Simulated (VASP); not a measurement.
# KCl in VASP: notebook

KCl is run at these levels: PBE; tasks: electric field gradients.

All numbers are computed with VASP 6.6.1; they aren't measurements. Logs are shortened: lines on timing, memory, paths and dates and some standing lists are left out, and cuts for length are marked.

### Step 1. The cell of the first run

The structure is tetragonal, space group P4/mmm (No. 123). Conventional cell: a = 3.525 Å, b = 3.525 Å, c = 3.634 Å, α = 90.00°, β = 90.00°, γ = 90.00°. K (site symmetry 4/mmm) has 8 Cl at 3.08 Å and 6 K at 3.52 to 3.63 Å within 4.1 Å. Cl (site symmetry 4/mmm) has 8 K at 3.08 Å and 6 Cl at 3.52 to 3.63 Å within 4.1 Å.

### Step 2. Electric field gradients, PBE (equal xx and yy strain of -3 %)

Input file INCAR:

```
SYSTEM = KCl
  PREC = Accurate
  ENCUT = 400
  EDIFF = 1E-8
  ISMEAR = -1
  SIGMA = 0.02
  LREAL = .FALSE.
  LASPH = .TRUE.
  NELM = 120
  ALGO = Normal
  ISIF = 2
  LWAVE = .FALSE.
  LCHARG = .FALSE.
  GGA = PE
  LEFG = .TRUE.
  NBANDS = 15
  GGA_COMPAT = .FALSE.
```

Input file KPOINTS:

```
Automatic mesh
0
G
  7 7 7
  0 0 0
```

Input file POSCAR:

```
KCl
1.0
    3.5249800000      0.0000000000      0.0000000000
    0.0000000000      3.5249800000      0.0000000000
    0.0000000000      0.0000000000      3.6340000000
K Cl
1 1
Direct
    0.0000000000      0.0000000000      0.0000000000
    0.5000000000      0.5000000000      0.5000000000
```

Potentials or basis: VASP PAW PBE potentials, release 64 (K_sv, Cl).

The run is started by

```
$ cat potpaw_PBE.64/K_sv/POTCAR potpaw_PBE.64/Cl/POTCAR > POTCAR
$ mpirun -np 1 vasp_std > vasp.out
```

OUTCAR:

```text
SYSTEM = KCl
   PREC = Accurate
   ENCUT = 400
   EDIFF = 1E-8
   ISMEAR = -1
   LREAL = .FALSE.
   LASPH = .TRUE.
   NELM = 120
   ISIF = 2
   GGA = PE

 ion  position               nearest neighbor table
   1  0.000  0.000  0.000-   2 3.08   2 3.08   2 3.08   2 3.08   2 3.08   2 3.08   2 3.08   2 3.08

   2  0.500  0.500  0.500-   1 3.08   1 3.08   1 3.08   1 3.08   1 3.08   1 3.08   1 3.08   1 3.08

  LATTYP: Found a simple tetragonal cell.
 ALAT       =     3.5249800000
 C/A-ratio  =     1.0309278351

  Lattice vectors:

 A1 = (   3.5249800000,   0.0000000000,   0.0000000000)
 A2 = (   0.0000000000,   3.5249800000,   0.0000000000)
 A3 = (   0.0000000000,   0.0000000000,   3.6340000000)

Analysis of symmetry for initial positions (statically):
=====================================================================
 Subroutine PRICEL returns:
 Original cell was already a primitive cell.

 Routine SETGRP: Setting up the symmetry group for a
 simple tetragonal supercell.

 Subroutine GETGRP returns: Found 16 space group operations
 (whereof 16 operations were pure point group operations)
 out of a pool of 16 trial point group operations.

The static configuration has the point symmetry D_4h.

Analysis of symmetry for dynamics (positions and initial velocities):
=====================================================================
 Subroutine PRICEL returns:
 Original cell was already a primitive cell.

 Routine SETGRP: Setting up the symmetry group for a
 simple tetragonal supercell.

 Subroutine GETGRP returns: Found 16 space group operations
 (whereof 16 operations were pure point group operations)
 out of a pool of 16 trial point group operations.

The dynamic configuration has the point symmetry D_4h.

 Subroutine INISYM returns: Found 16 space group operations
 (whereof 16 operations are pure point group operations),
 and found     1 'primitive' translations

----------------------------------------------------------------------------------------

                                     Primitive cell

  volume of cell :      45.1542

  direct lattice vectors                    reciprocal lattice vectors
     3.524980000  0.000000000  0.000000000     0.283689553  0.000000000  0.000000000
     0.000000000  3.524980000  0.000000000     0.000000000  0.283689553  0.000000000
     0.000000000  0.000000000  3.634000000     0.000000000  0.000000000  0.275178866

  length of vectors
     3.524980000  3.524980000  3.634000000     0.283689553  0.283689553  0.275178866

  position of ions in fractional coordinates (direct lattice)
     0.000000000  0.000000000  0.000000000
     0.500000000  0.500000000  0.500000000

  ion indices of the primitive-cell ions
   primitive index   ion index
                 1           1
                 2           2

----------------------------------------------------------------------------------------

 KPOINTS: Automatic mesh

Automatic generation of k-mesh.
 Grid dimensions read from file:
 generate k-points for:    7    7    7

 Generating k-lattice:

  Cartesian coordinates                     Fractional coordinates (reciprocal lattice)
     0.040527079  0.000000000  0.000000000     0.142857143  0.000000000  0.000000000
     0.000000000  0.040527079  0.000000000     0.000000000  0.142857143  0.000000000
     0.000000000  0.000000000  0.039311267     0.000000000  0.000000000  0.142857143

  Length of vectors
     0.040527079  0.040527079  0.039311267

  Shift w.r.t. Gamma in fractional coordinates (k-lattice)
     0.000000000  0.000000000  0.000000000

 Subroutine IBZKPT returns following result:
 ===========================================

 Found     40 irreducible k-points:

 Following reciprocal coordinates:
            Coordinates               Weight
  0.000000  0.000000  0.000000      1.000000
  0.142857  0.000000  0.000000      4.000000
  0.285714  0.000000  0.000000      4.000000
  0.428571  0.000000  0.000000      4.000000
  0.142857  0.142857  0.000000      4.000000
  0.285714  0.142857  0.000000      8.000000
[... 16 lines left out ...]
  0.285714  0.000000  0.285714      8.000000
  0.428571  0.000000  0.285714      8.000000
 [... further k-points ...]
   k-points           NKPTS =     40   k-points in BZ     NKDIM =     40   number of bands    NBANDS=     15
   number of dos      NEDOS =    301   number of ions     NIONS =      2
   total plane-waves  NPLWV =  13824
   dimension x,y,z NGX =    24 NGY =   24 NGZ =   24
   dimension x,y,z NGXF=    48 NGYF=   48 NGZF=   48
   ions per type =               1   1
   NGX,Y,Z   is equivalent  to a cutoff of  11.32, 11.32, 10.98 a.u.
   NGXF,Y,Z  is equivalent  to a cutoff of  22.64, 22.64, 21.96 a.u.
 SYSTEM =  KCl
   PREC   = accura    normal or accurate (medium, high low for compatibility)
   ISTART =      0    job   : 0-new  1-cont  2-samecut
   ICHARG =      2    charge: 1-file 2-atom 10-const
   ISPIN  =      1    spin polarized calculation?
   LNONCOLLINEAR =      F non collinear calculations
   LSORBIT =      F    spin-orbit coupling
   LASPH  =      T    aspherical Exc in radial PAW
   ENCUT  =  400.0 eV  29.40 Ry    5.42 a.u.   5.75  5.75  5.93*2*pi/ulx,y,z
   NELM   =    120;   NELMIN=  2; NELMDL= -5     # of ELM steps
   EDIFF  = 0.1E-07   stopping-criterion for ELM
   LREAL  =      F    real-space projection
   EDIFFG = 0.1E-06   stopping-criterion for IOM
   NSW    =      0    number of steps for IOM
   IBRION =     -1    ionic relax: 0-MD 1-quasi-New 2-CG
   NFREE  =      0    steps in history (QN), initial steepest desc. (CG)
   ISIF   =      2    stress and relaxation
   ISYM   =      2    0-nonsym 1-usesym 2-fastsym
   POTIM  = 0.5000    time-step for ionic-motion
   TEBEG  =    0.0;   TEEND  =   0.0 temperature during run
   PSTRESS=    0.0 pullay stress
   NELECT =      16.0000    total number of electrons
   NUPDOWN=      -1.0000    fix difference up-down
   EMIN   =  10.00;   EMAX   =-10.00  energy-range for DOS
   EFERMI =   0.00;   METHOD = LEGACY
   ISMEAR =    -1;   SIGMA  =   0.02  broadening in eV -4-tet -1-fermi 0-gaus
   EFERMI_NEDOS =   21; number of points for ismear=-14 and -15
   IALGO  =     38    algorithm
   IMIX   =      4    mixing-type and parameters
     AMIX     =   0.40;   BMIX     =  1.00
     AMIX_MAG =   1.60;   BMIX_MAG =  1.00
  volume/ion in A,a.u.               =      22.58       152.36
  Fermi-wavevector in a.u.,A,eV,Ry     =   1.158463  2.189177 18.259508  1.342036
  Thomas-Fermi vector in A             =   2.295065
   LORBIT       =      0    0 simple, 1 ext, 2 COOP (PROOUT), +10 PAW based schemes
   GGA     = PE    functional components
   LHFCALC =     F    Hartree Fock is set to
   AEXX    =    0.0000 exact exchange contribution
   IVDW    =     0    specifies the selected vdW correction
   LEPSILON=     F    determine dielectric tensor
   LRPA    =     F    only Hartree local field effects (RPA)
 non-spin polarized calculation
  energy-cutoff  :      400.00
  volume of cell :       45.15
 maximum number of plane-waves:       832
 NGX is ok and might be reduce to    24
   NGX = 11   NGY = 11   NGZ = 11

 number of electron      16.0000004 magnetization

 Free energy of the ion-electron system (eV)
  ---------------------------------------------------
  ext. energy  EPLUGINS =         0.00000000
  ---------------------------------------------------
  free energy    TOTEN  =        -6.44140821 eV

  energy without entropy =       -6.44140821  energy(sigma->0) =       -6.44140821

 E-fermi :   0.9366     XC(G=0):  -9.0948

 val. band max:        0.4871913205   @ k =   0.4286   0.0000   0.4286
 cond. band min:       6.3268096550   @ k =   0.0000   0.0000   0.0000
 fundamental gap:      5.8396183345
 Fermi energy:         0.9366338794

 k-point     1 :       0.0000    0.0000    0.0000
  band No.  band energies     occupation
      1     -27.3058      2.00000
      2     -12.6135      2.00000
      3     -10.6543      2.00000
      4     -10.6149      2.00000
      5     -10.6149      2.00000
      6       0.0880      2.00000
      7       0.2900      2.00000
      8       0.2900      2.00000
      9       6.3268      0.00000
     10       6.6933      0.00000
     11       6.7858      0.00000
     12      11.5734      0.00000
     13      11.5734      0.00000
     14      11.8345      0.00000
     15      14.7348      0.00000

 k-point     2 :       0.1429    0.0000    0.0000
  band No.  band energies     occupation
      1     -27.2955      2.00000
      2     -12.6590      2.00000
      3     -10.6394      2.00000
      4     -10.6014      2.00000
      5     -10.5895      2.00000
      6      -0.2561      2.00000
      7       0.0691      2.00000
      8       0.2786      2.00000
      9       6.7403      0.00000
     10       6.9993      0.00000
     11       7.4507      0.00000
     12      11.4931      0.00000
     13      11.7065      0.00000
     14      11.7285      0.00000
     15      14.0872      0.00000

 k-point     3 :       0.2857    0.0000    0.0000
  band No.  band energies     occupation
      1     -27.2722      2.00000
      2     -12.7705      2.00000
      3     -10.6058      2.00000
      4     -10.5710      2.00000
      5     -10.5104      2.00000
      6      -1.2385      2.00000
      7       0.0243      2.00000
      8       0.2509      2.00000
      9       7.4451      0.00000
     10       8.0032      0.00000
     11       8.9108      0.00000
     12      11.4410      0.00000
     13      11.6070      0.00000
     14      12.0514      0.00000
     15      12.3600      0.00000
[... 343 lines left out ...]
 k-point    23 :       0.2857    0.0000    0.2857
  band No.  band energies     occupation
      1     -27.2490      2.00000
      2     -12.6287      2.00000
      3     -10.9059      2.00000
      4     -10.5419      2.00000
      5     -10.5088      2.00000
      6      -1.1199      2.00000
      7      -0.7040      2.00000
      8       0.3287      2.00000
      9       7.8045      0.00000
     10       8.4117      0.00000
     11       9.8652      0.00000
     12      10.3043      0.00000
     13      11.4692      0.00000
     14      11.5278      0.00000
     15      13.2427      0.00000

 k-point    24 :       0.4286    0.0000    0.2857
  band No.  band energies     occupation
      1     -27.2314      2.00000
      2     -12.5413      2.00000
      3     -10.9022      2.00000
      4     -10.6969      2.00000
      5     -10.5213      2.00000
      6      -1.4237      2.00000
      7      -0.7052      2.00000
      8       0.3901      2.00000
      9       7.5372      0.00000
     10       8.5644      0.00000
     11      10.1497      0.00000
     12      10.5836      0.00000
     13      10.8282      0.00000
     14      12.0631      0.00000
     15      13.4467      0.00000

 [... further k-points ...]

------------------------ aborting loop because EDIFF is reached ----------------------------------------

  FORCE on cell =-STRESS in cart. coord.  units (eV):
  Direction    XX          YY          ZZ          XY          YZ          ZX
  --------------------------------------------------------------------------------------
  -------------------------------------------------------------------------------------
  Total        2.1930993      2.1930993      1.7202214      0.0000000      0.0000000      0.0000000
  in kB       77.8163131     77.8163131     61.0374919      0.0000000      0.0000000      0.0000000
  external PRESSURE =      72.2233727 kB  Pullay stress =       0.0000000 kB

 VOLUME and BASIS-vectors are now :
 -----------------------------------------------------------------------------
  energy-cutoff  :      400.00
  volume of cell :       45.15
      direct lattice vectors                 reciprocal lattice vectors
     3.524980000  0.000000000  0.000000000     0.283689553  0.000000000  0.000000000
     0.000000000  3.524980000  0.000000000     0.000000000  0.283689553  0.000000000
     0.000000000  0.000000000  3.634000000     0.000000000  0.000000000  0.275178866

 POSITION                                       TOTAL-FORCE (eV/Angst)
 -----------------------------------------------------------------------------------
      0.00000      0.00000      0.00000         0.000000      0.000000      0.000000
      1.76249      1.76249      1.81700         0.000000      0.000000      0.000000
 -----------------------------------------------------------------------------------
    total drift:                               -0.000000      0.000000     -0.000000

  FREE ENERGIE OF THE ION-ELECTRON SYSTEM (eV)
  ---------------------------------------------------
  free  energy   TOTEN  =        -6.4414082082 eV

  energy  without entropy=       -6.4414082082  energy(sigma->0) =       -6.44140821

 Electric field gradients (V/A^2)
---------------------------------------------------------------------
 ion       V_xx      V_yy      V_zz      V_xy      V_xz      V_yz
---------------------------------------------------------------------
   1       2.188     2.188    -4.375     0.000    -0.000    -0.000
   2      -3.993    -3.993     7.985    -0.000     0.000     0.000
---------------------------------------------------------------------

 Electric field gradients after diagonalization (V/A^2)
 (convention: |V_zz| > |V_xx| > |V_yy|)
----------------------------------------------------------------------
 ion       V_xx      V_yy      V_zz     asymmetry (V_yy - V_xx)/ V_zz
----------------------------------------------------------------------
   1       2.188     2.188    -4.375       0.000
   2      -3.993    -3.993     7.985       0.000
----------------------------------------------------------------------

           NMR quadrupolar parameters

 Cq : quadrupolar parameter    Cq=e*Q*V_zz/h
 eta: asymmetry parameters     (V_yy - V_xx)/ V_zz
 Q  : nuclear electric quadrupole moment in mb (millibarn)
----------------------------------------------------------------------
 ion       Cq(MHz)       eta       Q (mb)
----------------------------------------------------------------------
   1      -0.011       0.000       1.000
   2       0.019       0.000       1.000
----------------------------------------------------------------------
```

It took 6.5 s on 1 thread of Intel Xeon 6975P-C (Granite Rapids), shared host; peak memory 0.14 GiB.

What came out:

| Property | Result |
| --- | --- |
| Free energy | -6.4414 eV |
| Pressure | 7.2 GPa |
| Band gap on the k mesh | 5.84 eV (least direct gap 6.04 eV) |
| Largest electric field gradient by atom | K -4.4; Cl +8.0 V/Å² |

Levels at points of the mesh, in eV from the valence-band top:
| k point | band 5 | band 6 | band 7 | band 8 | band 9 | band 10 | band 11 | band 12 |
| --- | --- | --- | --- | --- | --- | --- | --- | --- |
| (0.00, 0.00, 0.00) | -11.10 | -0.40 | -0.20 | -0.20 | 5.84 | 6.21 | 6.30 | 11.09 |

Electric field gradients, principal values (V/Å²):
| atom | least | middle | greatest (by size) |
| --- | --- | --- | --- |
| 1 K | 2.188 | 2.188 | -4.375 |
| 2 Cl | -3.993 | -3.993 | 7.985 |

Caveat: the cell differs from its parent crystal (equal xx and yy strain of -3 %); the cell stands under pressure; without QUAD_EFG the Cq values of the log hold for a quadrupole moment of 1 mb, not for the nuclei. A k mesh can miss the band edges.

(Continued in part 2 of 3.)
